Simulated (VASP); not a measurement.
# TaCd (L11 type) (R-3m) in VASP: further runs

TaCd (L11 type) is run at these levels: LDA; tasks: single point, relaxation of cell and atoms.

All numbers are computed with VASP 6.6.1; they aren't measurements. Logs are shortened: lines on timing, memory, paths and dates and some standing lists are left out, and cuts for length are marked.

## Step 1: The cell of the first run

Symmetry: R-3m, No. 166, trigonal system. Conventional cell: a = 2.877 Å, b = 2.877 Å, c = 15.014 Å, α = 90.00°, β = 90.00°, γ = 120.00°. Within 3.8 Å of Cd (site symmetry -3m) lie 6 Cd at 2.88 Å and 6 Ta at 3.00 Å. Ta (site symmetry -3m) has 6 Ta at 2.88 Å and 6 Cd at 3.00 Å within 3.8 Å.

## Step 2: Single point, LDA

The input, INCAR:

```
SYSTEM = TaCd
ALGO = Normal
EDIFF = 1E-6
ENCUT = 520
ISIF = 2
ISMEAR = -1
LASPH = .TRUE.
LCHARG = .FALSE.
LREAL = .FALSE.
LWAVE = .FALSE.
NBANDS = 18
NELM = 60
PREC = Accurate
SIGMA = 0.03
```

The input, KPOINTS:

```
k-points
0
G
  13 13 13
  0 0 0
```

The input, POSCAR:

```
TaCd
1.0
    1.4386750082     -0.8306194032      5.0045447346
    0.0000000000      1.6612388065      5.0045447346
   -1.4386750082     -0.8306194032      5.0045447346
Cd Ta
1 1
Direct
    0.0000000000      0.0000000000      0.0000000000
    0.5000000000      0.5000000000      0.5000000000
```

Potentials or basis: VASP PAW LDA potentials, release 64 (Cd, Ta_pv).

Started as:

```bash
$ cat potpaw_LDA.64/Cd/POTCAR potpaw_LDA.64/Ta_pv/POTCAR > POTCAR
$ mpirun -np 1 vasp_std > vasp.out
```

OUTCAR:

```text
SYSTEM = TaCd
   EDIFF = 1E-6
   ENCUT = 520
   ISIF = 2
   ISMEAR = -1
   LASPH = .TRUE.
   LREAL = .FALSE.
   NELM = 60
   PREC = Accurate

 ion  position               nearest neighbor table
   1  0.000  0.000  0.000-   2 3.00   2 3.00   2 3.00   2 3.00   2 3.00   2 3.00
   2  0.500  0.500  0.500-   1 3.00   1 3.00   1 3.00   1 3.00   1 3.00   1 3.00

  LATTYP: Found a trigonal (rhomboedric) cell.
 ALAT       =     5.2730619542
 COS(alpha) =     0.8511223015

  Lattice vectors:

 A1 = (   1.4386750082,  -0.8306194032,   5.0045447346)
 A2 = (   0.0000000000,   1.6612388065,   5.0045447346)
 A3 = (  -1.4386750082,  -0.8306194032,   5.0045447346)

Analysis of symmetry for initial positions (statically):
=====================================================================
 Subroutine PRICEL returns:
 Original cell was already a primitive cell.

 Routine SETGRP: Setting up the symmetry group for a
 trigonal (rhombohedral) supercell.

 Subroutine GETGRP returns: Found 12 space group operations
 (whereof 12 operations were pure point group operations)
 out of a pool of 12 trial point group operations.

The static configuration has the point symmetry D_3d.

Analysis of symmetry for dynamics (positions and initial velocities):
=====================================================================
 Subroutine PRICEL returns:
 Original cell was already a primitive cell.

 Routine SETGRP: Setting up the symmetry group for a
 trigonal (rhombohedral) supercell.

 Subroutine GETGRP returns: Found 12 space group operations
 (whereof 12 operations were pure point group operations)
 out of a pool of 12 trial point group operations.

The dynamic configuration has the point symmetry D_3d.

 Subroutine INISYM returns: Found 12 space group operations
 (whereof 12 operations are pure point group operations),
 and found     1 'primitive' translations

----------------------------------------------------------------------------------------

                                     Primitive cell

  volume of cell :      35.8823

  direct lattice vectors                    reciprocal lattice vectors
     1.438675008 -0.830619403  5.004544735     0.347542007 -0.200653471  0.066606125
     0.000000000  1.661238807  5.004544735     0.000000000  0.401306943  0.066606125
    -1.438675008 -0.830619403  5.004544735    -0.347542007 -0.200653471  0.066606125

  length of vectors
     5.273061954  5.273061954  5.273061954     0.406796802  0.406796802  0.406796802

  position of ions in fractional coordinates (direct lattice)
     0.000000000  0.000000000  0.000000000
     0.500000000  0.500000000  0.500000000

  ion indices of the primitive-cell ions
[... 69 lines left out ...]
   ISPIN  =      1    spin polarized calculation?
   LNONCOLLINEAR =      F non collinear calculations
   LSORBIT =      F    spin-orbit coupling
   LASPH  =      T    aspherical Exc in radial PAW
   ENCUT  =  520.0 eV  38.22 Ry    6.18 a.u.   9.80  9.80  9.80*2*pi/ulx,y,z
   NELM   =     60;   NELMIN=  2; NELMDL= -5     # of ELM steps
   EDIFF  = 0.1E-05   stopping-criterion for ELM
   LREAL  =      F    real-space projection
[... 7 lines left out ...]
   TEBEG  =    0.0;   TEEND  =   0.0 temperature during run
   PSTRESS=    0.0 pullay stress
   NELECT =      23.0000    total number of electrons
   NUPDOWN=      -1.0000    fix difference up-down
   EMIN   =  10.00;   EMAX   =-10.00  energy-range for DOS
   EFERMI =   0.00;   METHOD = LEGACY
   ISMEAR =    -1;   SIGMA  =   0.03  broadening in eV -4-tet -1-fermi 0-gaus
   EFERMI_NEDOS =   21; number of points for ismear=-14 and -15
   IALGO  =     38    algorithm
   IMIX   =      4    mixing-type and parameters
     AMIX     =   0.40;   BMIX     =  1.00
     AMIX_MAG =   1.60;   BMIX_MAG =  1.00
  volume/ion in A,a.u.               =      17.94       121.07
  Fermi-wavevector in a.u.,A,eV,Ry     =   1.411532  2.667408 27.108536  1.992421
  Thomas-Fermi vector in A             =   2.533373
   LORBIT       =      0    0 simple, 1 ext, 2 COOP (PROOUT), +10 PAW based schemes
   GGA     = CA    functional components
   LHFCALC =     F    Hartree Fock is set to
   AEXX    =    0.0000 exact exchange contribution
   IVDW    =     0    specifies the selected vdW correction
   LEPSILON=     F    determine dielectric tensor
   LRPA    =     F    only Hartree local field effects (RPA)
 non-spin polarized calculation
  energy-cutoff  :      520.00
  volume of cell :       35.88
 maximum number of plane-waves:       991
   NGX = 19   NGY = 19   NGZ = 19

 number of electron      23.0000001 magnetization

 Free energy of the ion-electron system (eV)
  ---------------------------------------------------
  ext. energy  EPLUGINS =         0.00000000
  ---------------------------------------------------
  free energy    TOTEN  =       -13.74380379 eV

  energy without entropy =      -13.73916032  energy(sigma->0) =      -13.74148206

 E-fermi :   5.0221     XC(G=0): -12.6170

 val. band max:        5.0137002174   @ k =   0.3077   0.1538   0.1538
 cond. band min:       5.0298514678   @ k =   0.3846   0.3846   0.2308
 fundamental gap:      0.0161512503
 Fermi energy:         5.0221054685

 k-point     1 :       0.0000    0.0000    0.0000
  band No.  band energies     occupation
      1     -29.4218      2.00000
      2     -28.5134      2.00000
      3     -28.5134      2.00000
      4      -5.1328      2.00000
      5      -4.4000      2.00000
      6      -4.4000      2.00000
[... 481 lines left out ...]
      5      -4.5335      2.00000
      6      -3.9941      2.00000
[... 10 lines left out ...]
     17      13.8965      0.00000
     18      14.5545      0.00000

 [... further k-points ...]

------------------------ aborting loop because EDIFF is reached ----------------------------------------

  FORCE on cell =-STRESS in cart. coord.  units (eV):
  Direction    XX          YY          ZZ          XY          YZ          ZX
  --------------------------------------------------------------------------------------
  -------------------------------------------------------------------------------------
  Total        0.2209990      0.2209990      0.2727796      0.0000000      0.0000000      0.0000000
  in kB        9.8677992      9.8677992     12.1798482      0.0000000      0.0000000      0.0000000
  external PRESSURE =      10.6384822 kB  Pullay stress =       0.0000000 kB

 VOLUME and BASIS-vectors are now :
 -----------------------------------------------------------------------------
  energy-cutoff  :      520.00
  volume of cell :       35.88
      direct lattice vectors                 reciprocal lattice vectors
     1.438675008 -0.830619403  5.004544735     0.347542007 -0.200653471  0.066606125
     0.000000000  1.661238807  5.004544735     0.000000000  0.401306943  0.066606125
    -1.438675008 -0.830619403  5.004544735    -0.347542007 -0.200653471  0.066606125

 POSITION                                       TOTAL-FORCE (eV/Angst)
 -----------------------------------------------------------------------------------
      0.00000      0.00000      0.00000        -0.000000      0.000000      0.000000
      0.00000      0.00000      7.50682         0.000000     -0.000000     -0.000000
 -----------------------------------------------------------------------------------
    total drift:                               -0.000000      0.000000     -0.000000

  FREE ENERGIE OF THE ION-ELECTRON SYSTEM (eV)
  ---------------------------------------------------
  free  energy   TOTEN  =       -13.7438037919 eV

  energy  without entropy=      -13.7391603241  energy(sigma->0) =      -13.74148206
```

Wall time 4.7 min (1 thread of Oxide Virtual Turin-like, shared host); peak memory 0.29 GiB.

Results:

| Item | Value |
| --- | --- |
| Free energy | -13.7438 eV |
| Pressure | 1.1 GPa |
| Band gap on the k mesh | zero (an odd number of electrons rules out a gap without spin polarisation) |

Caveat: spin-orbit coupling is left out, which moves the levels of the heavy elements.

## Step 3: Single point, LDA (z stretched by +3 % at fixed volume)

The input, INCAR:

```
SYSTEM = TaCd
PREC = Accurate
ENCUT = 520
EDIFF = 1E-6
ISMEAR = -1
SIGMA = 0.03
LREAL = .False.
LASPH = .True.
NELM = 100
ALGO = Normal
ISIF = 2
LWAVE = .False.
LCHARG = .False.
NBANDS = 18
```

The input, KPOINTS:

```
Automatic mesh
0
Gamma
  13 13 13
  0 0 0
```

The input, POSCAR:

```
TaCd
1.0
    1.4175686074     -0.8184336170      5.1546810766
    0.0000000000      1.6368672342      5.1546810766
   -1.4175686074     -0.8184336170      5.1546810766
Cd Ta
1 1
Direct
    0.0000000000      0.0000000000      0.0000000000
    0.5000000000      0.5000000000      0.5000000000
```

Potentials or basis: VASP PAW LDA potentials, release 64 (Cd, Ta_pv).

Started as:

```bash
$ cat potpaw_LDA.64/Cd/POTCAR potpaw_LDA.64/Ta_pv/POTCAR > POTCAR
$ mpirun -np 1 vasp_std > vasp.out
```

Run time: 5.4 min. Hardware: 1 thread of Oxide Virtual Turin-like, shared host; peak memory 0.29 GiB.

Results (log left out):

```
Free energy            : -13.7141 eV
Pressure               : 1.9 GPa
Band gap on the k mesh : zero (an odd number of electrons rules out a gap without spin polarisation)
```

Stress tensor (GPa, compression positive):
```
 4.94  0.00  0.00
 0.00  4.94  0.00
 0.00  0.00 -4.24
```

Levels at points of the mesh, in eV from the Fermi level:
| k point | band 9 | band 10 | band 11 | band 12 | band 13 | band 14 |
| --- | --- | --- | --- | --- | --- | --- |
| (0.00, 0.00, 0.00) | -8.66 | -4.35 | -2.18 | 0.79 | 0.79 | 3.89 |

Caveat: the cell differs from its parent crystal (z stretched by +3 % at fixed volume); spin-orbit coupling is left out, which moves the levels of the heavy elements.

## Step 4: Relaxation of cell and atoms, LDA

This run uses another cell than the first one, of 17.83 Å³/atom.

The input, INCAR:

```
  PREC = Accurate
  ENCUT = 600
  EDIFF = 1E-6
  ISMEAR = -1
  SIGMA = 0.03
  LREAL = F
  LASPH = T
  NELM = 100
  ALGO = Normal
  ISIF = 3
  LWAVE = F
  LCHARG = F
  GGA = CA
  IBRION = 2
  NSW = 100
  EDIFFG = -0.005
```

The input, KPOINTS:

```
regular mesh
0
Gamma
  13 13 13
```

The input, POSCAR:

```
TaCd
1.0
    1.4659851401     -0.8463869152      4.7888847909
    0.0000000000      1.6927738305      4.7888847909
   -1.4659851401     -0.8463869152      4.7888847909
Cd Ta
1 1
Direct
    0.0000000000      0.0000000000      0.0000000000
    0.5000000000      0.5000000000      0.5000000000
```

Potentials or basis: VASP PAW LDA potentials, release 64 (Cd, Ta_pv).

Started as:

```bash
$ cat potpaw_LDA.64/Cd/POTCAR potpaw_LDA.64/Ta_pv/POTCAR > POTCAR
$ mpirun -np 1 vasp_std > vasp.out
```

OUTCAR:

```text
PREC = Accurate
   ENCUT = 600
   EDIFF = 1E-6
   ISMEAR = -1
   LREAL = F
   LASPH = T
   NELM = 100
   ISIF = 3
   GGA = CA
   IBRION = 2
   NSW = 100
   EDIFFG = -0.005

 ion  position               nearest neighbor table
   1  0.000  0.000  0.000-   2 2.93   2 2.93   2 2.93   2 2.93   2 2.93   2 2.93
   2  0.500  0.500  0.500-   1 2.93   1 2.93   1 2.93   1 2.93   1 2.93   1 2.93

  LATTYP: Found a trigonal (rhomboedric) cell.
 ALAT       =     5.0792618343
 COS(alpha) =     0.8333950389

  Lattice vectors:

 A1 = (   1.4659851401,  -0.8463869152,   4.7888847909)
 A2 = (   0.0000000000,   1.6927738305,   4.7888847909)
 A3 = (  -1.4659851401,  -0.8463869152,   4.7888847909)

Analysis of symmetry for initial positions (statically):
=====================================================================
 Subroutine PRICEL returns:
 Original cell was already a primitive cell.

 Routine SETGRP: Setting up the symmetry group for a
 trigonal (rhombohedral) supercell.

 Subroutine GETGRP returns: Found 12 space group operations
 (whereof 12 operations were pure point group operations)
 out of a pool of 12 trial point group operations.

The static configuration has the point symmetry D_3d.

Analysis of symmetry for dynamics (positions and initial velocities):
=====================================================================
 Subroutine PRICEL returns:
 Original cell was already a primitive cell.

 Routine SETGRP: Setting up the symmetry group for a
 trigonal (rhombohedral) supercell.

 Subroutine GETGRP returns: Found 12 space group operations
 (whereof 12 operations were pure point group operations)
 out of a pool of 12 trial point group operations.

The dynamic configuration has the point symmetry D_3d.

 Subroutine INISYM returns: Found 12 space group operations
 (whereof 12 operations are pure point group operations),
 and found     1 'primitive' translations

----------------------------------------------------------------------------------------

                                     Primitive cell

  volume of cell :      35.6520
[... 145 lines left out ...]
  -------------------------------------------------------------------------------------
  Total       -0.3936939     -0.3936939      2.3180940      0.0000000      0.0000000      0.0000000
  in kB      -17.6923357    -17.6923357    104.1735547      0.0000000      0.0000000      0.0000000
  external PRESSURE =      22.9296278 kB  Pullay stress =       0.0000000 kB
[... 89 lines left out ...]
  FREE ENERGIE OF THE ION-ELECTRON SYSTEM (eV)
  ---------------------------------------------------
  free  energy   TOTEN  =       -13.7375390890 eV

  energy  without entropy=      -13.7324322151  energy(sigma->0) =      -13.73498565

[... ionic steps 4 to 7 ...]

--------------------------------------- Ionic step        8  -------------------------------------------

 number of electron      22.9999998 magnetization

------------------------ aborting loop because EDIFF is reached ----------------------------------------
[... 67 lines left out ...]
--------------------------------------- Ionic step       10  -------------------------------------------

 number of electron      22.9999998 magnetization

 Free energy of the ion-electron system (eV)
  ---------------------------------------------------
  ext. energy  EPLUGINS =         0.00000000
  ---------------------------------------------------
  free energy    TOTEN  =       -13.74425133 eV

  energy without entropy =      -13.73959304  energy(sigma->0) =      -13.74192218

 E-fermi :   4.9636     XC(G=0): -12.5812

 val. band max:        4.9581551333   @ k =   0.3077   0.1538   0.1538
 cond. band min:       4.9742403595   @ k =   0.3846   0.3846   0.2308
 fundamental gap:      0.0160852261
 Fermi energy:         4.9635710329

 k-point     1 :       0.0000    0.0000    0.0000
  band No.  band energies     occupation
      1     -29.4906      2.00000
      2     -28.5922      2.00000
      3     -28.5922      2.00000
      4      -5.1546      2.00000
      5      -4.4356      2.00000
      6      -4.4356      2.00000
      7      -4.3590      2.00000
      8      -3.6468      2.00000
      9      -3.6468      2.00000
     10       0.9293      2.00000
     11       3.1360      2.00000
     12       5.7565      0.00000
     13       5.7565      0.00000
     14       8.7551      0.00000
[... 401 lines left out ...]
      2     -29.3354      2.00000
      3     -28.9491      2.00000
      4      -4.9239      2.00000
      5      -4.5651      2.00000
      6      -4.0314      2.00000
      7      -3.9741      2.00000
      8      -3.5710      2.00000
      9       0.4216      2.00000
     10       2.1535      2.00000
     11       3.4608      2.00000
     12       5.1328      0.00706
     13       6.0879      0.00000
     14       7.8214      0.00000
     15      10.1127      0.00000

 [... further k-points ...]

------------------------ aborting loop because EDIFF is reached ----------------------------------------

  FORCE on cell =-STRESS in cart. coord.  units (eV):
  Direction    XX          YY          ZZ          XY          YZ          ZX
  --------------------------------------------------------------------------------------
  -------------------------------------------------------------------------------------
  Total        0.0046381      0.0046381      0.0006093      0.0000000      0.0000000      0.0000000
  in kB        0.2057321      0.2057321      0.0270262      0.0000000      0.0000000      0.0000000
  external PRESSURE =       0.1461635 kB  Pullay stress =       0.0000000 kB
[... 17 lines left out ...]
  FREE ENERGIE OF THE ION-ELECTRON SYSTEM (eV)
  ---------------------------------------------------
  free  energy   TOTEN  =       -13.7442513315 eV

  energy  without entropy=      -13.7395930380  energy(sigma->0) =      -13.74192218

 reached required accuracy - stopping structural energy minimisation
```

Wall time 41 min (1 thread of Oxide Virtual Turin-like, shared host); peak memory 0.32 GiB.

Results:

* Free energy: -13.7443 eV
* Relaxed volume: 18.06 Å³/atom
* Relaxed cell: a = 5.290 Å, b = 5.290 Å, c = 5.290 Å, α = 31.62°, β = 31.62°, γ = 31.62°
* Space group after relaxing (to 0.1 Å): R-3m (No. 166)
* Energy gained by relaxing: 30.7 meV/atom
* Ionic steps: 10
* Pressure after relaxing: 0.0 GPa
* Band gap on the k mesh: zero (an odd number of electrons rules out a gap without spin polarisation)

Step by step:
```tsv
step	energy change (eV)	largest force (eV/Å)	pressure (GPa)	volume (Å³)
1	0.0000	0.0000	2.29	35.65
2	-0.0529	0.0000	-3.24	36.93
3	-0.0546	0.0000	-2.52	36.73
4	-0.0527	0.0000	2.89	35.52
5	-0.0613	0.0000	-0.04	36.15
6	-0.0613	0.0000	-0.15	36.16
7	-0.0613	0.0000	-0.02	36.13
8	-0.0613	0.0000	-0.09	36.14
9	-0.0613	0.0000	0.06	36.11
10	-0.0613	0.0000	0.01	36.12
```

Final structure:
```cif
data_structure
_symmetry_space_group_name_H-M 'P 1'
_symmetry_Int_Tables_number 1
_cell_length_a 5.2896
_cell_length_b 5.2896
_cell_length_c 5.2896
_cell_angle_alpha 31.618
_cell_angle_beta 31.618
_cell_angle_gamma 31.618
_cell_volume 36.12
loop_
_atom_site_label
_atom_site_type_symbol
_atom_site_fract_x
_atom_site_fract_y
_atom_site_fract_z
_atom_site_occupancy
Cd1 Cd 0.00000 0.00000 0.00000 1
Ta1 Ta 0.50000 0.50000 0.50000 1
```

Caveat: spin-orbit coupling is left out, which moves the levels of the heavy elements.

## Step 5: Overview

| task | cell | cutoff (eV) | gap on the mesh (eV) | pressure (GPa) |
| --- | --- | --- | --- | --- |
| single point | a = 5.273 Å, angles 31.7°, 2 atoms | 520 | none | 1.1 |
| single point | a = 5.408 Å, angles 30.4°, 2 atoms | 520 | none | 1.9 |
| relaxation of cell and atoms | relaxed from a = 5.079 Å, angles 33.6°, 2 atoms | 600 | none | 0.0 |

Alike in all rows: level LDA; potentials or basis VASP PAW LDA potentials, release 64 (Cd, Ta_pv); no spin polarisation; k mesh 13 × 13 × 13; smearing fermi-dirac 0.03 eV.

Caveats: spin-orbit coupling is left out, which moves the levels of the heavy elements.

Total energies depend on the potentials used, so only differences within one code and one set of settings carry meaning.
